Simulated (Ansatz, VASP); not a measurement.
**One calculation of TaSi, two programs**

INCAR

```
PREC     = Accurate       # precision mode
ENCUT    = 520            # plane-wave cutoff, eV
EDIFF    = 1E-6           # SCF threshold, eV
ISMEAR   = -1             # smearing method
SIGMA    = 0.05           # smearing width, eV
LREAL    = F              # projectors in reciprocal space
LASPH    = T              # aspherical terms in the spheres
NELM     = 100            # most SCF steps
ALGO     = Normal         # electronic algorithm
ISIF     = 2              # what is computed and relaxed
LWAVE    = F              # write WAVECAR
LCHARG   = F              # write CHGCAR
GGA      = PS             # functional
NBANDS   = 14             # bands
```

KPOINTS

```
Automatic mesh
0
Gamma
  14 14 14
```

POSCAR

```
TaSi
1.0
    2.9597012066      0.0000000000      0.0000000000
    0.0000000000      2.9597012066      0.0000000000
    0.0000000000      0.0000000000      2.9597012066
Ta Si
1 1
Direct
    0.0000000000      0.0000000000      0.0000000000
    0.5000000000      0.5000000000      0.5000000000
```

Input for Ansatz:

```yaml
crystal:
  lattice:
    - [2.9597012066, 0.0, 0.0]
    - [0.0, 2.9597012066, 0.0]
    - [0.0, 0.0, 2.9597012066]
  atoms:
    - { symbol: Ta, position: [0.0, 0.0, 0.0] }
    - { symbol: Si, position: [0.5, 0.5, 0.5] }
kpoints:
  mp_grid: { grid: [14, 14, 14] }
scf:
  occupations: { method: fermi_dirac, width: 0.05 }
hamiltonian:
  xc: pbesol
  pseudopotentials: { kind: paw }
output:
  forces: true
  stress: true
  eigenvalues: true
  populations: true
```

Change from the starting cell: volume scaled by 0.85, PAW files.

Alike in both runs: task single point; functional PBEsol; k mesh 14 × 14 × 14; occupations fermi-dirac, width 0.05 eV; no spin polarisation.

|  | VASP | Ansatz |
| --- | --- | --- |
| version | VASP 6.6.1 | Ansatz 0.2.0 |
| potentials or method | VASP PAW PBE potentials, release 64 (Ta_pv, Si) | PAW with Ansatz's default frozen-core files, scalar-relativistic |
| plane-wave cutoff (eV) | 520 | 420 |
| valence electrons in the cell | 15 | 17 |

```tsv
	VASP	Ansatz	Ansatz less VASP
pressure (GPa)	44.8	44.0	-0.78
```

VASP's potentials were made for PBE, not for PBEsol. Both programs put the cell under a high pressure, so it lies far from rest at this level. With one functional, cell and mesh, what is left measures potentials, basis and numerics. VASP's potentials hold 15 valence electrons a cell and Ansatz's 17, so a difference there can come from the potentials and not from the codes.

Spin-orbit coupling is off throughout.
